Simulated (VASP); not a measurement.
# SiGe5 (P-62m) in VASP: relaxation of cell and atoms with PBE

Aim: the relaxation of cell and atoms of SiGe5 with PBE.

Everything below comes from runs of VASP 6.6.1. Logs are shortened: lines on timing, memory, paths and dates and some standing lists are left out, and cuts for length are marked.

### 1 The cell of the first run

The structure is hexagonal, space group P-62m (No. 189). Conventional cell: a = 5.150 Å, b = 5.150 Å, c = 4.860 Å, α = 90.00°, β = 90.00°, γ = 120.00°. Within 3.9 Å of Si (site symmetry -62m) lie 12 Ge at 2.97 to 2.98 Å. Ge (site symmetry -6) has 3 Si at 2.97 Å and 9 Ge at 2.97 to 2.98 Å within 3.9 Å. Ge (site symmetry m2m) has 10 Ge at 2.97 to 2.98 Å and 2 Si at 2.98 Å within 3.9 Å.

### 2 Relaxation of cell and atoms, PBE

INCAR reads:

```
  PREC = Accurate
  ENCUT = 600
  EDIFF = 1E-6
  ISMEAR = 0
  SIGMA = 0.1
  LREAL = False
  LASPH = True
  NELM = 80
  ALGO = Fast
  ISIF = 3
  LWAVE = False
  LCHARG = False
  GGA = PE
  IBRION = 2
  NSW = 100
  EDIFFG = -0.01
```

KPOINTS reads:

```
Automatic mesh
0
Gamma
  12 12 8
```

POSCAR reads:

```
SiGe5
1.0
    5.1495030000      0.0000000000      0.0000000000
   -2.5747515000      4.4596004200      0.0000000000
    0.0000000000      0.0000000000      4.8604063100
Si Ge
1 5
Direct
    0.0000000000      0.0000000000      0.0000000000
    0.3333333300      0.6666666700      0.0000000000
    0.6666666700      0.3333333300      0.0000000000
    0.6666666700      0.6666666700      0.5000000000
    0.3333333300      0.0000000000      0.5000000000
    0.0000000000      0.3333333300      0.5000000000
```

Potentials or basis: VASP PAW PBE potentials, release 64 (Si, Ge_d).

Started as:

```console
cat potpaw_PBE.64/Si/POTCAR potpaw_PBE.64/Ge_d/POTCAR > POTCAR
mpirun -np 1 vasp_std > vasp.out
```

OUTCAR:

```text
PREC = Accurate
   ENCUT = 600
   EDIFF = 1E-6
   ISMEAR = 0
   LREAL = False
   LASPH = True
   NELM = 80
   ISIF = 3
   GGA = PE
   IBRION = 2
   NSW = 100
   EDIFFG = -0.01

 ion  position               nearest neighbor table
   1  0.000  0.000  0.000-   2 2.97   3 2.97   3 2.97   2 2.97   3 2.97   2 2.97   5 2.98   5 2.98
                             4 2.98   6 2.98   6 2.98   4 2.98
   2  0.333  0.667  0.000-   1 2.97   1 2.97   1 2.97
   3  0.667  0.333  0.000-   1 2.97   1 2.97   1 2.97
   4  0.667  0.667  0.500-   1 2.98   1 2.98
   5  0.333  0.000  0.500-   1 2.98   1 2.98
   6  0.000  0.333  0.500-   1 2.98   1 2.98

  LATTYP: Found a hexagonal cell.
 ALAT       =     5.1495030000
 C/A-ratio  =     0.9438593025

  Lattice vectors:

 A1 = (   5.1495030000,   0.0000000000,   0.0000000000)
 A2 = (  -2.5747515000,   4.4596004200,   0.0000000000)
 A3 = (   0.0000000000,   0.0000000000,   4.8604063100)

Analysis of symmetry for initial positions (statically):
=====================================================================
 Subroutine PRICEL returns:
 Original cell was already a primitive cell.

 Routine SETGRP: Setting up the symmetry group for a
 hexagonal supercell.

 Subroutine GETGRP returns: Found 12 space group operations
 (whereof 12 operations were pure point group operations)
 out of a pool of 24 trial point group operations.

The static configuration has the point symmetry D_3h.

Analysis of symmetry for dynamics (positions and initial velocities):
=====================================================================
 Subroutine PRICEL returns:
 Original cell was already a primitive cell.

 Routine SETGRP: Setting up the symmetry group for a
 hexagonal supercell.

 Subroutine GETGRP returns: Found 12 space group operations
 (whereof 12 operations were pure point group operations)
 out of a pool of 24 trial point group operations.

The dynamic configuration has the point symmetry D_3h.

 Subroutine INISYM returns: Found 12 space group operations
 (whereof 12 operations are pure point group operations),
 and found     1 'primitive' translations

----------------------------------------------------------------------------------------

                                     Primitive cell

  volume of cell :     111.6179

  direct lattice vectors                    reciprocal lattice vectors
     5.149503000  0.000000000  0.000000000     0.194193498  0.112117668  0.000000000
    -2.574751500  4.459600420  0.000000000     0.000000000  0.224235336  0.000000000
     0.000000000  0.000000000  4.860406310     0.000000000  0.000000000  0.205744116

  length of vectors
     5.149503000  5.149503004  4.860406310     0.224235337  0.224235336  0.205744116

  position of ions in fractional coordinates (direct lattice)
     0.000000000  0.000000000  0.000000000
     0.333333330  0.666666670  0.000000000
     0.666666670  0.333333330  0.000000000
     0.666666670  0.666666670  0.500000000
     0.333333330  0.000000000  0.500000000
     0.000000000  0.333333330  0.500000000

  ion indices of the primitive-cell ions
   primitive index   ion index
                 1           1
                 2           2
                 3           3
                 4           4
                 5           5
                 6           6

----------------------------------------------------------------------------------------

 KPOINTS: Automatic mesh

Automatic generation of k-mesh.
 Grid dimensions read from file:
 generate k-points for:   12   12    8

 Generating k-lattice:

  Cartesian coordinates                     Fractional coordinates (reciprocal lattice)
     0.016182791  0.009343139  0.000000000     0.083333333 -0.000000000  0.000000000
     0.000000000  0.018686278  0.000000000     0.000000000  0.083333333  0.000000000
     0.000000000  0.000000000  0.025718015     0.000000000  0.000000000  0.125000000

  Length of vectors
     0.018686278  0.018686278  0.025718015

  Shift w.r.t. Gamma in fractional coordinates (k-lattice)
     0.000000000  0.000000000  0.000000000

 Subroutine IBZKPT returns following result:
 ===========================================

 Found     95 irreducible k-points:

 Following reciprocal coordinates:
            Coordinates               Weight
  0.000000  0.000000  0.000000      1.000000
  0.083333  0.000000  0.000000      6.000000
  0.166667  0.000000  0.000000      6.000000
  0.250000  0.000000  0.000000      6.000000
  0.333333  0.000000  0.000000      6.000000
  0.416667  0.000000  0.000000      6.000000
[... 16 lines left out ...]
  0.250000  0.000000  0.125000     12.000000
  0.333333  0.000000  0.125000     12.000000
 [... further k-points ...]
   k-points           NKPTS =     95   k-points in BZ     NKDIM =     95   number of bands    NBANDS=     44
   number of dos      NEDOS =    301   number of ions     NIONS =      6
   total plane-waves  NPLWV =  70560
   dimension x,y,z NGX =    42 NGY =   42 NGZ =   40
   dimension x,y,z NGXF=    84 NGYF=   84 NGZF=   80
   ions per type =               1   5
   NGX,Y,Z   is equivalent  to a cutoff of  13.56, 13.56, 13.68 a.u.
   NGXF,Y,Z  is equivalent  to a cutoff of  27.12, 27.12, 27.36 a.u.
 SYSTEM =  unknown system
   PREC   = accura    normal or accurate (medium, high low for compatibility)
   ISTART =      0    job   : 0-new  1-cont  2-samecut
   ICHARG =      2    charge: 1-file 2-atom 10-const
   ISPIN  =      1    spin polarized calculation?
   LNONCOLLINEAR =      F non collinear calculations
   LSORBIT =      F    spin-orbit coupling
   LASPH  =      T    aspherical Exc in radial PAW
   ENCUT  =  600.0 eV  44.10 Ry    6.64 a.u.  10.28 10.28  9.71*2*pi/ulx,y,z
   NELM   =     80;   NELMIN=  2; NELMDL= -5     # of ELM steps
   EDIFF  = 0.1E-05   stopping-criterion for ELM
   LREAL  =      F    real-space projection
   EDIFFG = -.1E-01   stopping-criterion for IOM
   NSW    =    100    number of steps for IOM
   IBRION =      2    ionic relax: 0-MD 1-quasi-New 2-CG
   NFREE  =      1    steps in history (QN), initial steepest desc. (CG)
   ISIF   =      3    stress and relaxation
   ISYM   =      2    0-nonsym 1-usesym 2-fastsym
   POTIM  = 0.5000    time-step for ionic-motion
   TEBEG  =    0.0;   TEEND  =   0.0 temperature during run
   PSTRESS=    0.0 pullay stress
   NELECT =      74.0000    total number of electrons
   NUPDOWN=      -1.0000    fix difference up-down
   EMIN   =  10.00;   EMAX   =-10.00  energy-range for DOS
   EFERMI =   0.00;   METHOD = LEGACY
   ISMEAR =     0;   SIGMA  =   0.10  broadening in eV -4-tet -1-fermi 0-gaus
   EFERMI_NEDOS =   21; number of points for ismear=-14 and -15
   IALGO  =     68    algorithm
   IMIX   =      4    mixing-type and parameters
     AMIX     =   0.40;   BMIX     =  1.00
     AMIX_MAG =   1.60;   BMIX_MAG =  1.00
  volume/ion in A,a.u.               =      18.60       125.54
  Fermi-wavevector in a.u.,A,eV,Ry     =   1.427493  2.697571 27.725103  2.037738
  Thomas-Fermi vector in A             =   2.547657
   LORBIT       =      0    0 simple, 1 ext, 2 COOP (PROOUT), +10 PAW based schemes
   GGA     = PE    functional components
   LHFCALC =     F    Hartree Fock is set to
   AEXX    =    0.0000 exact exchange contribution
   IVDW    =     0    specifies the selected vdW correction
   LEPSILON=     F    determine dielectric tensor
   LRPA    =     F    only Hartree local field effects (RPA)
 conjugate gradient relaxation of ions
 non-spin polarized calculation
 RMM-DIIS sequential band-by-band and
 Gauss-broadening in eV      SIGMA  =   0.10
  energy-cutoff  :      600.00
  volume of cell :      111.62
 maximum number of plane-waves:      3752
 NGX is ok and might be reduce to    42
   NGX = 21   NGY = 21   NGZ = 19

--------------------------------------- Ionic step        1  -------------------------------------------

 number of electron      73.9999973 magnetization

 Free energy of the ion-electron system (eV)
  ---------------------------------------------------
  ext. energy  EPLUGINS =         0.00000000
  ---------------------------------------------------
  free energy    TOTEN  =       -25.59472680 eV

  energy without entropy =      -25.57784599  energy(sigma->0) =      -25.58628640

------------------------ aborting loop because EDIFF is reached ----------------------------------------

  FORCE on cell =-STRESS in cart. coord.  units (eV):
  Direction    XX          YY          ZZ          XY          YZ          ZX
  --------------------------------------------------------------------------------------
  -------------------------------------------------------------------------------------
  Total       -0.3177538     -0.3177538      1.1127193      0.0000000      0.0000000      0.0000000
  in kB       -4.5610774     -4.5610774     15.9721130      0.0000000      0.0000000      0.0000000
  external PRESSURE =       2.2833194 kB  Pullay stress =       0.0000000 kB

 VOLUME and BASIS-vectors are now :
 -----------------------------------------------------------------------------
  energy-cutoff  :      600.00
  volume of cell :      111.62
      direct lattice vectors                 reciprocal lattice vectors
     5.149503000  0.000000000  0.000000000     0.194193498  0.112117668  0.000000000
    -2.574751500  4.459600420  0.000000000     0.000000000  0.224235336  0.000000000
     0.000000000  0.000000000  4.860406310     0.000000000  0.000000000  0.205744116
[... 281 lines left out ...]
 POSITION                                       TOTAL-FORCE (eV/Angst)
 -----------------------------------------------------------------------------------
      0.00000      0.00000      0.00000        -0.000000     -0.000000      0.000000
     -0.00000      2.92988      0.00000        -0.000000     -0.000000      0.000000
      2.53735      1.46494      0.00000        -0.000000     -0.000000      0.000000
      1.70873      2.95961      2.51725        -0.009797     -0.016969     -0.000000
      1.65723      0.00000      2.51725         0.019594     -0.000000      0.000000
      4.24608      1.43520      2.51725        -0.009797      0.016969      0.000000
 -----------------------------------------------------------------------------------
    total drift:                               -0.000000     -0.000001     -0.000000

  FREE ENERGIE OF THE ION-ELECTRON SYSTEM (eV)
  ---------------------------------------------------
  free  energy   TOTEN  =       -25.6337086348 eV

  energy  without entropy=      -25.6168832301  energy(sigma->0) =      -25.62529593

--------------------------------------- Ionic step        9  -------------------------------------------

 number of electron      73.9999961 magnetization

 Free energy of the ion-electron system (eV)
  ---------------------------------------------------
  ext. energy  EPLUGINS =         0.00000000
  ---------------------------------------------------
  free energy    TOTEN  =       -25.63381855 eV

  energy without entropy =      -25.61698899  energy(sigma->0) =      -25.62540377

 E-fermi :   6.9268     XC(G=0): -11.1480

 val. band max:        6.9217583787   @ k =   0.3333   0.0000   0.2500
 cond. band min:       6.9281865938   @ k =   0.3333   0.0000   0.1250
 fundamental gap:      0.0064282151
 Fermi energy:         6.9268310556

 k-point     1 :       0.0000    0.0000    0.0000
  band No.  band energies     occupation
      1     -17.8390      2.00000
      2     -17.8390      2.00000
      3     -17.8389      2.00000
      4     -17.8300      2.00000
      5     -17.8300      2.00000
      6     -17.8198      2.00000
[... 1117 lines left out ...]
     43       9.8055      0.00000
     44      10.6617      0.00000

 [... further k-points ...]

------------------------ aborting loop because EDIFF is reached ----------------------------------------

  FORCE on cell =-STRESS in cart. coord.  units (eV):
  Direction    XX          YY          ZZ          XY          YZ          ZX
  --------------------------------------------------------------------------------------
  -------------------------------------------------------------------------------------
  Total       -0.0224667     -0.0224667      0.0106698      0.0000000      0.0000000      0.0000000
  in kB       -0.3207596     -0.3207596      0.1523338      0.0000000      0.0000000      0.0000000
  external PRESSURE =      -0.1630618 kB  Pullay stress =       0.0000000 kB

 VOLUME and BASIS-vectors are now :
 -----------------------------------------------------------------------------
  energy-cutoff  :      600.00
  volume of cell :      112.22
      direct lattice vectors                 reciprocal lattice vectors
     5.074705162  0.000000000 -0.000000000     0.197055783  0.113770209  0.000000000
    -2.537352581  4.394823592  0.000000000    -0.000000000  0.227540419 -0.000000000
    -0.000000000  0.000000000  5.031737265     0.000000000 -0.000000000  0.198738517

 POSITION                                       TOTAL-FORCE (eV/Angst)
 -----------------------------------------------------------------------------------
     -2.53735      4.39482      0.00000         0.000000     -0.000000     -0.000000
     -0.00000      2.92988      0.00000         0.000000     -0.000000     -0.000000
      2.53735      1.46494      0.00000         0.000000     -0.000000     -0.000000
      1.70763      2.95770      2.51587        -0.004051     -0.007017     -0.000000
     -0.87790      4.39482      2.51587         0.008103     -0.000000     -0.000000
      4.24498      1.43713      2.51587        -0.004051      0.007017      0.000000
 -----------------------------------------------------------------------------------
    total drift:                               -0.000000     -0.000000     -0.000000

  FREE ENERGIE OF THE ION-ELECTRON SYSTEM (eV)
  ---------------------------------------------------
  free  energy   TOTEN  =       -25.6338185505 eV

  energy  without entropy=      -25.6169889871  energy(sigma->0) =      -25.62540377

 reached required accuracy - stopping structural energy minimisation
```

It took 80 min on 1 thread of Oxide Virtual Turin-like, shared host; peak memory 0.52 GiB.

What came out:

- Free energy: -25.6338 eV
- Relaxed volume: 18.70 Å³/atom
- Relaxed cell: a = 5.075 Å, b = 5.075 Å, c = 5.032 Å, α = 90.00°, β = 90.00°, γ = 120.00°
- Space group after relaxing (to 0.1 Å): P-62m (No. 189)
- Energy gained by relaxing: 6.5 meV/atom
- Ionic steps: 9
- Pressure after relaxing: 0.0 GPa
- Largest force after relaxing: 0.008 eV/Å
- Band gap on the k mesh: zero (bands 37 and 38 overlap by 3.78 eV)

Forces on the atoms (eV/Å):
```
Si   0.000  0.000  0.000
Ge   0.000  0.000  0.000
Ge   0.000  0.000  0.000
Ge  -0.004 -0.007  0.000
Ge   0.008  0.000  0.000
Ge  -0.004  0.007  0.000
```

The path:
```
step  energy change (eV)  largest force (eV/Å)  pressure (GPa)  volume (Å³)
   1              0.0000                0.1824            0.23       111.62
   2             -0.0157                0.1366            0.17       112.04
   3             -0.0367                0.0155           -0.71       113.26
   4             -0.0359                0.0640            0.81       111.37
   5             -0.0387                0.0368           -0.05       112.33
   6             -0.0387                0.0343           -0.11       112.38
   7             -0.0387                0.0405           -0.02       112.36
   8             -0.0390                0.0196           -0.06       112.28
   9             -0.0391                0.0081           -0.02       112.22
```

Final structure:
```
Si Ge
1.0
     5.07471    0.00000    0.00000
    -2.53735    4.39482    0.00000
     0.00000    0.00000    5.03174
Si Ge
1 5
Direct
  0.00000 0.00000 0.00000
  0.33333 0.66667 0.00000
  0.66667 0.33333 0.00000
  0.67300 0.67300 0.50000
  0.32700 0.00000 0.50000
  0.00000 0.32700 0.50000
```
